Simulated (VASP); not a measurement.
A run of VASP 6.6.1 is set up as follows.

INCAR

```
SYSTEM = GaAs
ALGO = Normal
EDIFF = 1E-6
ENCUT = 520
GGA = PS
ISIF = 2
ISMEAR = 0
LASPH = .True.
LCHARG = .False.
LREAL = .False.
LWAVE = .False.
NBANDS = 16
NELM = 60
PREC = Accurate
SIGMA = 0.02
```

Contents of KPOINTS:

```
k-points
0
Gamma
  12 12 12
  0 0 0
```

File POSCAR:

```
GaAs
1.0
    0.0000000000      2.8291478443      2.8291478443
    2.8291478443      0.0000000000      2.8291478443
    2.8291478443      2.8291478443      0.0000000000
Ga As
1 1
Direct
    0.0000000000      0.0000000000      0.0000000000
    0.2500000000      0.2500000000      0.2500000000
```

Potentials or basis: VASP PAW PBE potentials, release 64 (Ga_d, As).

Run with:

```console
$ cat potpaw_PBE.64/Ga_d/POTCAR potpaw_PBE.64/As/POTCAR > POTCAR
$ mpirun -np 1 vasp_std > vasp.out
```

**Question.** Predict the band gap on the k mesh.

**Answer.** 0.44 eV, direct.

**Question.** Estimate the pressure.

**Answer.** 0.2 GPa.

Caveat: the PAW data sets were made with another functional, which shifts forces and pressure a little. A k mesh can miss the band edges.
